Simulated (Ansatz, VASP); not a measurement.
ZnS: VASP beside Ansatz

File INCAR:

```
SYSTEM = ZnS
PREC = Accurate
ENCUT = 520
EDIFF = 1E-7
ISMEAR = -1
SIGMA = 0.01
LREAL = .False.
LASPH = .True.
NELM = 80
ALGO = Normal
ISIF = 2
LWAVE = .False.
LCHARG = .False.
GGA = PS
NBANDS = 16
```

KPOINTS

```
Automatic mesh
0
Gamma
  9 9 9
  0 0 0
```

POSCAR

```
ZnS
1.0
    0.0000000000      2.6956042803      2.6956042803
    2.6956042803      0.0000000000      2.6956042803
    2.6956042803      2.6956042803      0.0000000000
Zn S
1 1
Direct
    0.0000000000      0.0000000000      0.0000000000
    0.7500000000      0.7500000000      0.7500000000
```

Input for Ansatz:

```yaml
crystal:
  lattice:
    - [0.0, 2.6956042803, 2.6956042803]
    - [2.6956042803, 0.0, 2.6956042803]
    - [2.6956042803, 2.6956042803, 0.0]
  atoms:
    - { symbol: Zn, position: [0.0, 0.0, 0.0] }
    - { symbol: S, position: [0.75, 0.75, 0.75] }
kpoints:
  mp_grid: { grid: [9, 9, 9] }
  band_path:
    path:
      - [0.0, 0.0, 0.0]
      - [-0.5, -0.5, 0.0]
      - [-0.375, -0.375, 0.25]
      - [-0.375, 0.0, 0.375]
      - [0.0, 0.0, 0.0]
      - [0.0, 0.0, 0.5]
      - [-0.5, -0.25, 0.25]
      - [-0.5, -0.5, 0.0]
    npoints: 5
scf:
  occupations: { method: fermi_dirac, width: 0.01 }
hamiltonian:
  xc: pbesol
  pseudopotentials: { kind: all_electron, lapw: { basis_error: 0.00025 } }
output:
  forces: true
  stress: true
  eigenvalues: true
```

Change from the starting cell: volume scaled by 0.99.

Alike in both runs: task single point; functional PBEsol; k mesh 9 × 9 × 9; occupations fermi-dirac, width 0.01 eV; no spin polarisation.

|  | VASP | Ansatz |
| --- | --- | --- |
| version | VASP 6.6.1 | Ansatz 0.2.0 |
| potentials or method | VASP PAW PBE potentials, release 64 (Zn, S), cutoff 520 eV | all-electron LAPW, scalar-relativistic |

VASP gave:

- gap on the k mesh at the Fermi level (eV): 2.01
- pressure (GPa): -1.3

Problem. What did Ansatz give for the same quantities?

Solution. gap on the k mesh at the Fermi level (eV): 2.01; pressure (GPa): -1.5.

VASP's potentials were made for PBE, not for PBEsol. Ansatz ran all-electron here, and VASP with PAW potentials.
